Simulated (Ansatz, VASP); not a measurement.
## Sn: VASP beside Ansatz

```
Sn
1.0
    -2.91585    2.91585    1.54293
     2.91585   -2.91585    1.54293
     2.91585    2.91585   -1.54293
Sn
2
Direct
  0.00000 0.00000 0.00000
  0.75000 0.25000 0.50000
```

Change from the starting cell: zz strain of -3 %, PAW files.

Alike in both runs: task electric field gradients; functional LDA; k mesh 15 × 15 × 15; occupations fermi-dirac, width 0.05 eV; no spin polarisation.

```csv
,VASP,Ansatz
version,VASP 6.6.1,Ansatz 0.2.0
potentials or method,"VASP PAW LDA potentials, release 64 (Sn_d)","PAW with Ansatz's default frozen-core files, scalar-relativistic"
plane-wave cutoff (eV),520,420
valence electrons in the cell,28,28
```

VASP gave:

```
pressure (GPa)                                                : -0.1
traceless stress, the component that is largest in VASP (GPa) : 0.69
size of Vzz on the site where it differs most (V/Å²)          : 30.5
```

Q: Which values does Ansatz return?

A: Pressure (GPa): -0.1; traceless stress, the component that is largest in VASP (GPa): 0.69; size of Vzz on the site where it differs most (V/Å²): 31.7.

LDA's correlation is that of Perdew and Zunger in VASP and of Perdew and Wang (1992) in Ansatz.
